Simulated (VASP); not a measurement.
# YS (Fm-3m) in VASP: further runs

The runs below take YS through electric field gradients, with LDA.

All numbers are computed with VASP 6.6.1; they aren't measurements. Logs are shortened: lines on timing, memory, paths and dates and some standing lists are left out, and cuts for length are marked.

**1. The cell of the first run**

The structure is cubic, space group Fm-3m (No. 225). The conventional cell has a = 5.506 Å, b = 5.506 Å, c = 5.506 Å, α = 90.00°, β = 90.00°, γ = 90.00°. Y (site symmetry m-3m) has 6 S at 2.75 Å within 3.6 Å. Within 3.6 Å of S (site symmetry m-3m) lie 6 Y at 2.75 Å.

**2. Electric field gradients, LDA (volume scaled by 1.01)**

The input, INCAR:

```
PREC = Accurate ; ENCUT = 520
EDIFF = 1E-8 ; ISMEAR = -1
SIGMA = 0.01 ; LREAL = F
LASPH = T ; NELM = 100
ALGO = Normal ; ISIF = 2
LWAVE = F ; LCHARG = F
GGA = CA ; LEFG = T
NBANDS = 16
```

The input, KPOINTS:

```
Automatic mesh
0
Gamma
  8 8 8
```

The input, POSCAR:

```
YS
1.0
    0.0000000000      2.7527651832      2.7527651832
    2.7527651832      0.0000000000      2.7527651832
    2.7527651832      2.7527651832      0.0000000000
Y S
1 1
Direct
    0.5000000000      0.5000000000      0.5000000000
    0.0000000000      0.0000000000      0.0000000000
```

Potentials or basis: VASP PAW LDA potentials, release 64 (Y_sv, S).

Run with:

```sh
$ cat potpaw_LDA.64/Y_sv/POTCAR potpaw_LDA.64/S/POTCAR > POTCAR
$ mpirun -np 1 vasp_std > vasp.out
```

OUTCAR:

```text
PREC = Accurate
   ENCUT = 520
   EDIFF = 1E-8
   ISMEAR = -1
   LREAL = F
   LASPH = T
   NELM = 100
   ISIF = 2
   GGA = CA

 ion  position               nearest neighbor table
   1  0.500  0.500  0.500-   2 2.75   2 2.75   2 2.75   2 2.75   2 2.75   2 2.75
   2  0.000  0.000  0.000-   1 2.75   1 2.75   1 2.75   1 2.75   1 2.75   1 2.75

  LATTYP: Found a face centered cubic cell.
 ALAT       =     5.5055303664

  Lattice vectors:

 A1 = (   0.0000000000,   2.7527651832,   2.7527651832)
 A2 = (   2.7527651832,   0.0000000000,   2.7527651832)
 A3 = (   2.7527651832,   2.7527651832,   0.0000000000)

Analysis of symmetry for initial positions (statically):
=====================================================================
 Subroutine PRICEL returns:
 Original cell was already a primitive cell.

 Routine SETGRP: Setting up the symmetry group for a
 face centered cubic supercell.

 Subroutine GETGRP returns: Found 48 space group operations
 (whereof 48 operations were pure point group operations)
 out of a pool of 48 trial point group operations.

The static configuration has the point symmetry O_h .

Analysis of symmetry for dynamics (positions and initial velocities):
=====================================================================
 Subroutine PRICEL returns:
 Original cell was already a primitive cell.

 Routine SETGRP: Setting up the symmetry group for a
 face centered cubic supercell.

 Subroutine GETGRP returns: Found 48 space group operations
 (whereof 48 operations were pure point group operations)
 out of a pool of 48 trial point group operations.

The dynamic configuration has the point symmetry O_h .

 Subroutine INISYM returns: Found 48 space group operations
 (whereof 48 operations are pure point group operations),
 and found     1 'primitive' translations

----------------------------------------------------------------------------------------

                                     Primitive cell

  volume of cell :      41.7193

  direct lattice vectors                    reciprocal lattice vectors
     0.000000000  2.752765183  2.752765183    -0.181635543  0.181635543  0.181635543
     2.752765183  0.000000000  2.752765183     0.181635543 -0.181635543  0.181635543
     2.752765183  2.752765183  0.000000000     0.181635543  0.181635543 -0.181635543

  length of vectors
     3.892997856  3.892997856  3.892997856     0.314601990  0.314601990  0.314601990

  position of ions in fractional coordinates (direct lattice)
     0.500000000  0.500000000  0.500000000
     0.000000000  0.000000000  0.000000000

  ion indices of the primitive-cell ions
   primitive index   ion index
                 1           1
                 2           2

----------------------------------------------------------------------------------------

 KPOINTS: Automatic mesh

Automatic generation of k-mesh.
 Grid dimensions read from file:
 generate k-points for:    8    8    8

 Generating k-lattice:

  Cartesian coordinates                     Fractional coordinates (reciprocal lattice)
    -0.022704443  0.022704443  0.022704443     0.125000000  0.000000000  0.000000000
     0.022704443 -0.022704443  0.022704443     0.000000000  0.125000000  0.000000000
     0.022704443  0.022704443 -0.022704443     0.000000000  0.000000000  0.125000000

  Length of vectors
     0.039325249  0.039325249  0.039325249

  Shift w.r.t. Gamma in fractional coordinates (k-lattice)
     0.000000000  0.000000000  0.000000000

 Subroutine IBZKPT returns following result:
 ===========================================

 Found     29 irreducible k-points:

 Following reciprocal coordinates:
            Coordinates               Weight
  0.000000  0.000000  0.000000      1.000000
  0.125000  0.000000  0.000000      8.000000
  0.250000  0.000000  0.000000      8.000000
  0.375000  0.000000  0.000000      8.000000
  0.500000  0.000000  0.000000      4.000000
  0.125000  0.125000  0.000000      6.000000
[... 16 lines left out ...]
  0.500000  0.250000  0.125000     48.000000
 -0.375000  0.250000  0.125000     24.000000
 [... further k-points ...]
   k-points           NKPTS =     29   k-points in BZ     NKDIM =     29   number of bands    NBANDS=     16
   number of dos      NEDOS =    301   number of ions     NIONS =      2
   total plane-waves  NPLWV =  27000
   dimension x,y,z NGX =    30 NGY =   30 NGZ =   30
   dimension x,y,z NGXF=    60 NGYF=   60 NGZF=   60
   ions per type =               1   1
   NGX,Y,Z   is equivalent  to a cutoff of  12.81, 12.81, 12.81 a.u.
   NGXF,Y,Z  is equivalent  to a cutoff of  25.62, 25.62, 25.62 a.u.
 SYSTEM =  unknown system
   PREC   = accura    normal or accurate (medium, high low for compatibility)
   ISTART =      0    job   : 0-new  1-cont  2-samecut
   ICHARG =      2    charge: 1-file 2-atom 10-const
   ISPIN  =      1    spin polarized calculation?
   LNONCOLLINEAR =      F non collinear calculations
   LSORBIT =      F    spin-orbit coupling
   LASPH  =      T    aspherical Exc in radial PAW
   ENCUT  =  520.0 eV  38.22 Ry    6.18 a.u.   7.24  7.24  7.24*2*pi/ulx,y,z
   NELM   =    100;   NELMIN=  2; NELMDL= -5     # of ELM steps
   EDIFF  = 0.1E-07   stopping-criterion for ELM
   LREAL  =      F    real-space projection
   EDIFFG = 0.1E-06   stopping-criterion for IOM
   NSW    =      0    number of steps for IOM
   IBRION =     -1    ionic relax: 0-MD 1-quasi-New 2-CG
   NFREE  =      0    steps in history (QN), initial steepest desc. (CG)
   ISIF   =      2    stress and relaxation
   ISYM   =      2    0-nonsym 1-usesym 2-fastsym
   POTIM  = 0.5000    time-step for ionic-motion
   TEBEG  =    0.0;   TEEND  =   0.0 temperature during run
   PSTRESS=    0.0 pullay stress
   NELECT =      17.0000    total number of electrons
   NUPDOWN=      -1.0000    fix difference up-down
   EMIN   =  10.00;   EMAX   =-10.00  energy-range for DOS
   EFERMI =   0.00;   METHOD = LEGACY
   ISMEAR =    -1;   SIGMA  =   0.01  broadening in eV -4-tet -1-fermi 0-gaus
   EFERMI_NEDOS =   21; number of points for ismear=-14 and -15
   IALGO  =     38    algorithm
   IMIX   =      4    mixing-type and parameters
     AMIX     =   0.40;   BMIX     =  1.00
     AMIX_MAG =   1.60;   BMIX_MAG =  1.00
  volume/ion in A,a.u.               =      20.86       140.77
  Fermi-wavevector in a.u.,A,eV,Ry     =   1.213702  2.293564 20.042360  1.473072
  Thomas-Fermi vector in A             =   2.349145
   LORBIT       =      0    0 simple, 1 ext, 2 COOP (PROOUT), +10 PAW based schemes
   GGA     = CA    functional components
   LHFCALC =     F    Hartree Fock is set to
   AEXX    =    0.0000 exact exchange contribution
   IVDW    =     0    specifies the selected vdW correction
   LEPSILON=     F    determine dielectric tensor
   LRPA    =     F    only Hartree local field effects (RPA)
 non-spin polarized calculation
  energy-cutoff  :      520.00
  volume of cell :       41.72
 maximum number of plane-waves:      1158
 NGX is ok and might be reduce to    30
   NGX = 15   NGY = 15   NGZ = 15

 number of electron      16.9999999 magnetization

 Free energy of the ion-electron system (eV)
  ---------------------------------------------------
  ext. energy  EPLUGINS =         0.00000000
  ---------------------------------------------------
  free energy    TOTEN  =       -16.00564048 eV

  energy without entropy =      -16.00498077  energy(sigma->0) =      -16.00531063

 E-fermi :   6.5803     XC(G=0): -10.7412

 val. band max:        6.5489122948   @ k =   0.1250   0.0000   0.0000
 cond. band min:       6.5866153460   @ k =   0.3750   0.1250   0.0000
 fundamental gap:      0.0377030512
 Fermi energy:         6.5803011288

 k-point     1 :       0.0000    0.0000    0.0000
  band No.  band energies     occupation
      1     -36.5515      2.00000
      2     -16.6105      2.00000
      3     -16.6105      2.00000
      4     -16.6105      2.00000
      5      -8.3839      2.00000
      6       3.2380      2.00000
[... 8 lines left out ...]
     15      13.4250      0.00000
     16      19.1549      0.00000

 k-point     2 :       0.1250    0.0000    0.0000
  band No.  band energies     occupation
      1     -36.5473      2.00000
      2     -16.6781      2.00000
      3     -16.6153      2.00000
      4     -16.6153      2.00000
      5      -8.2103      2.00000
      6       2.4237      2.00000
[... 8 lines left out ...]
     15      14.1107      0.00000
     16      17.8017      0.00000
[... 387 lines left out ...]
      5      -7.3872      2.00000
      6       0.2826      2.00000
[... 8 lines left out ...]
     15      13.0379      0.00000
     16      14.3819      0.00000

 k-point    24 :      -0.3750    0.2500    0.1250
  band No.  band energies     occupation
      1     -36.5179      2.00000
      2     -16.9627      2.00000
      3     -16.7376      2.00000
      4     -16.6770      2.00000
      5      -7.2861      2.00000
      6       0.1740      2.00000
[... 8 lines left out ...]
     15      13.9389      0.00000
     16      14.2529      0.00000

 [... further k-points ...]
[... 5 lines left out ...]
  --------------------------------------------------------------------------------------
  -------------------------------------------------------------------------------------
  Total       -1.2159891     -1.2159891     -1.2159891     -0.0000000     -0.0000000      0.0000000
  in kB      -46.6984809    -46.6984809    -46.6984809     -0.0000000     -0.0000000      0.0000000
  external PRESSURE =     -46.6984809 kB  Pullay stress =       0.0000000 kB

 VOLUME and BASIS-vectors are now :
 -----------------------------------------------------------------------------
  energy-cutoff  :      520.00
  volume of cell :       41.72
      direct lattice vectors                 reciprocal lattice vectors
     0.000000000  2.752765183  2.752765183    -0.181635543  0.181635543  0.181635543
     2.752765183  0.000000000  2.752765183     0.181635543 -0.181635543  0.181635543
     2.752765183  2.752765183  0.000000000     0.181635543  0.181635543 -0.181635543

 POSITION                                       TOTAL-FORCE (eV/Angst)
 -----------------------------------------------------------------------------------
      2.75277      2.75277      2.75277         0.000000      0.000000     -0.000000
      0.00000      0.00000      0.00000         0.000000      0.000000      0.000000
 -----------------------------------------------------------------------------------
    total drift:                                0.000000     -0.000000      0.000000

  FREE ENERGIE OF THE ION-ELECTRON SYSTEM (eV)
  ---------------------------------------------------
  free  energy   TOTEN  =       -16.0056404833 eV

  energy  without entropy=      -16.0049807730  energy(sigma->0) =      -16.00531063

 Electric field gradients (V/A^2)
---------------------------------------------------------------------
 ion       V_xx      V_yy      V_zz      V_xy      V_xz      V_yz
---------------------------------------------------------------------
   1      -0.000     0.000    -0.000    -0.000    -0.000    -0.000
   2       0.000    -0.000     0.000    -0.000    -0.000    -0.000
---------------------------------------------------------------------

 Electric field gradients after diagonalization (V/A^2)
 (convention: |V_zz| > |V_xx| > |V_yy|)
----------------------------------------------------------------------
 ion       V_xx      V_yy      V_zz     asymmetry (V_yy - V_xx)/ V_zz
----------------------------------------------------------------------
   1       0.000     0.000    -0.000       0.000
   2       0.000     0.000    -0.001       0.000
----------------------------------------------------------------------

           NMR quadrupolar parameters

 Cq : quadrupolar parameter    Cq=e*Q*V_zz/h
 eta: asymmetry parameters     (V_yy - V_xx)/ V_zz
 Q  : nuclear electric quadrupole moment in mb (millibarn)
----------------------------------------------------------------------
 ion       Cq(MHz)       eta       Q (mb)
----------------------------------------------------------------------
   1      -0.000       0.000       1.000
   2      -0.000       0.000       1.000
----------------------------------------------------------------------
```

Wall time 45 s (1 thread of Intel Xeon 8259CL, shared host); peak memory 0.17 GiB.

What came out:

```
Free energy : -16.0056 eV
Pressure    : -4.7 GPa
```

Caveat: without QUAD_EFG the Cq values of the log hold for a quadrupole moment of 1 mb, not for the nuclei.

[end of part 1 of 2]
